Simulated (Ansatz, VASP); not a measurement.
# One calculation of MgO, two programs

```
Mg O
1.0
    -0.89671    1.79341    1.79341
     1.79341   -0.89671    1.79341
     1.79341    1.79341   -0.89671
Mg O
1 1
Direct
  0.00000 0.00000 0.00000
  0.50000 0.50000 0.50000
```

Alike in both runs: task single point; functional PBE; k mesh 10 × 10 × 10; occupations gaussian, width 0.05 eV; no spin polarisation.

```csv
,VASP,Ansatz
version,VASP 6.6.1,Ansatz 0.2.0
potentials or method,"VASP PAW PBE potentials, release 64 (Mg, O), cutoff 600 eV","scalar-relativistic, plane waves, PAW"
valence electrons in the cell,8,16
```

|  | VASP | Ansatz | Ansatz less VASP |
| --- | --- | --- | --- |
| gap on the k mesh at the Fermi level (eV) | 1.96 | 1.98 | +0.020 |
| least direct gap on the mesh (eV) | 2.90 | 2.92 | +0.018 |
| pressure (GPa) | -5.3 | -4.4 | +0.88 |

The functional is the same, so the differences come from potentials, cutoffs and numerics. VASP's potentials hold 8 valence electrons a cell and Ansatz's 16, so a difference there can come from the potentials and not from the codes.
